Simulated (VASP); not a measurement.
Input of a VASP 6.6.1 run:

File INCAR:

```
PREC     = Accurate       # precision mode
ENCUT    = 520            # plane-wave cutoff, eV
EDIFF    = 1E-7           # SCF threshold, eV
ISMEAR   = -1             # smearing method
SIGMA    = 0.05           # smearing width, eV
LREAL    = False          # projectors in reciprocal space
LASPH    = True           # aspherical terms in the spheres
NELM     = 80             # most SCF steps
ALGO     = Normal         # electronic algorithm
ISIF     = 2              # what is computed and relaxed
LWAVE    = False          # write WAVECAR
LCHARG   = False          # write CHGCAR
GGA      = PE             # functional
NBANDS   = 32             # bands
```

KPOINTS

```
Automatic mesh
0
Gamma
  8 8 8
```

The input POSCAR:

```
Bi2Se3
1.0
    2.0575968965      1.1879541221      9.4812687632
   -2.0575968965      1.1879541221      9.4812687632
    0.0000000000     -2.3759082442      9.4812687632
Bi Se
2 3
Direct
    0.5992000000      0.5992000000      0.5992000000
    0.4008000000      0.4008000000      0.4008000000
    0.7883000000      0.7883000000      0.7883000000
    0.2117000000      0.2117000000      0.2117000000
    0.0000000000      0.0000000000      0.0000000000
```

Potentials or basis: VASP PAW PBE potentials, release 64 (Bi_d, Se).

Launch:

```bash
$ cat potpaw_PBE.64/Bi_d/POTCAR potpaw_PBE.64/Se/POTCAR > POTCAR
$ mpirun -np 1 vasp_std > vasp.out
```

Estimate the band gap on the k mesh.

0.20 eV.

Estimate the largest force.

0.335 eV/Å.

Predict the pressure.

4.0 GPa.

Forces in eV/Å, atoms in the order of the input:
```
Bi   0.000  0.000  0.232
Bi   0.000  0.000 -0.232
Se   0.000  0.000  0.335
Se   0.000  0.000 -0.335
Se   0.000  0.000  0.000
```

Caveat: the cell stands under pressure; spin-orbit coupling is left out, which moves the levels of the heavy elements. A k mesh can miss the band edges.
